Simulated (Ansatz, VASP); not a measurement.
## ScBiTe3S: VASP beside Ansatz

Contents of INCAR:

```
SYSTEM = ScBiTe3S
  PREC = Accurate
  ENCUT = 520
  EDIFF = 1E-6
  ISMEAR = 0
  SIGMA = 0.1
  LREAL = .FALSE.
  LASPH = .TRUE.
  NELM = 150
  ALGO = Normal
  ISIF = 2
  LWAVE = .FALSE.
  LCHARG = .TRUE.
  ISPIN = 2
  MAGMOM = 1 0 0 0 0 0
  LORBIT = 11
  LMAXMIX = 4
  GGA = PE
  LELF = .TRUE.
  LVHAR = .TRUE.
  NBANDS = 38
```

File KPOINTS:

```
Automatic mesh
0
G
  4 4 2
  0 0 0
```

Contents of POSCAR:

```
ScBiTe3S
1.0
    5.2783755728      0.0000000000      0.0000000000
    0.0000000000      5.2783755728      0.0000000000
    0.0000000000      0.0000000000     10.2095295983
Sc Bi Te S
1 1 3 1
Direct
    0.0000000000      0.0000000000      0.3533850934
    0.5000000000      0.5000000000      0.2493662786
    0.5000000000      0.0000000000      0.4736356664
    0.0000000000      0.5000000000      0.4736356664
    0.5000000000      0.5000000000      0.9827257298
    0.5000000000      0.5000000000      0.5542440454
```

Input for Ansatz:

```yaml
crystal:
  lattice:
    - [5.2783755728, 0.0, 0.0]
    - [0.0, 5.2783755728, 0.0]
    - [0.0, 0.0, 10.2095295983]
  atoms:
    - { symbol: Sc, position: [0.0, 0.0, 0.3533850934], spin: 1.0 }
    - { symbol: Bi, position: [0.5, 0.5, 0.2493662786] }
    - { symbol: Te, position: [0.5, 0.0, 0.4736356664] }
    - { symbol: Te, position: [0.0, 0.5, 0.4736356664] }
    - { symbol: Te, position: [0.5, 0.5, 0.9827257298] }
    - { symbol: S, position: [0.5, 0.5, 0.5542440454] }
basis:
  ecutwfc: 420
kpoints:
  mp_grid: { grid: [4, 4, 2] }
hamiltonian:
  xc: pbe
scf:
  occupations: { method: gaussian, width: 0.1 }
  lower_state_search: "off"
output:
  forces: true
  stress: true
  eigenvalues: true
  populations: true
magnetization:
  spin_polarized: true
```

Alike in both runs: task single point; functional PBE; k mesh 4 × 4 × 2; occupations gaussian, width 0.1 eV; collinear spin.

|  | VASP | Ansatz |
| --- | --- | --- |
| version | VASP 6.6.1 | Ansatz 0.2.0 |
| potentials or method | VASP PAW PBE potentials, release 64 (Sc_sv, Bi_d, Te, S), cutoff 520 eV | scalar-relativistic, plane waves, PAW |
| valence electrons in the cell | 50 | 80 |

```csv
,VASP,Ansatz,Ansatz less VASP
gap on the k mesh at the Fermi level (eV),none,none,-
pressure (GPa),0.0,0.0,+0.02
"traceless stress, the component that is largest in VASP (GPa)",0.07,0.05,-0.017
rms of the force components (eV/Å),0.017,0.013,-0.0047
net moment per atom (μB),0.00,0.00,0.000
```

Atom by atom the forces differ by 0.006 eV/Å (rms over components). A gap of «none» marks a metal or a gap that the smearing closes. VASP's potentials hold 50 valence electrons a cell and Ansatz's 80, so a difference there can come from the potentials and not from the codes. Ansatz's warnings: seeded moment not kept.

Spin-orbit coupling is off throughout.
